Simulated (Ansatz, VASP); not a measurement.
One calculation of Ti, two programs

The input INCAR:

```
PREC = Accurate
ENCUT = 500
EDIFF = 1E-6
ISMEAR = 0
SIGMA = 0.1
LREAL = F
LASPH = T
NELM = 120
ALGO = Normal
ISIF = 2
LWAVE = F
LCHARG = F
GGA = PE
NBANDS = 12
GGA_COMPAT = F
```

The input KPOINTS:

```
regular mesh
0
Gamma
  18 18 18
```

File POSCAR:

```
Ti
1.0
    0.0000000000      2.0300000000      2.0300000000
    2.0300000000      0.0000000000      2.0300000000
    2.0300000000      2.0300000000      0.0000000000
Ti
1
Direct
    0.0000000000      0.0000000000      0.0000000000
```

Input for Ansatz:

```yaml
crystal:
  lattice:
    - [0.0, 2.03, 2.03]
    - [2.03, 0.0, 2.03]
    - [2.03, 2.03, 0.0]
  atoms:
    - { symbol: Ti, position: [0.0, 0.0, 0.0] }
basis:
  ecutwfc: 420
kpoints:
  mp_grid: { grid: [18, 18, 18] }
hamiltonian:
  xc: pbe
scf:
  occupations: { method: gaussian, width: 0.1 }
output:
  forces: true
  stress: true
  eigenvalues: true
  populations: true
```

Alike in both runs: task single point; functional PBE; k mesh 18 × 18 × 18; occupations gaussian, width 0.1 eV; no spin polarisation.

|  | VASP | Ansatz |
| --- | --- | --- |
| version | VASP 6.6.1 | Ansatz 0.2.0 |
| potentials or method | VASP PAW PBE potentials, release 64 (Ti_sv), cutoff 500 eV | scalar-relativistic, plane waves, PAW |
| valence electrons in the cell | 12 | 12 |

VASP gave:

```
gap on the k mesh at the Fermi level (eV) : none
pressure (GPa)                            : 4.0
```

Task: Estimate Ansatz's values.

Result: gap on the k mesh at the Fermi level (eV): none; pressure (GPa): 4.4.

A gap of «none» marks a metal or a gap that the smearing closes. The functional is the same, so the differences come from potentials, cutoffs and numerics.
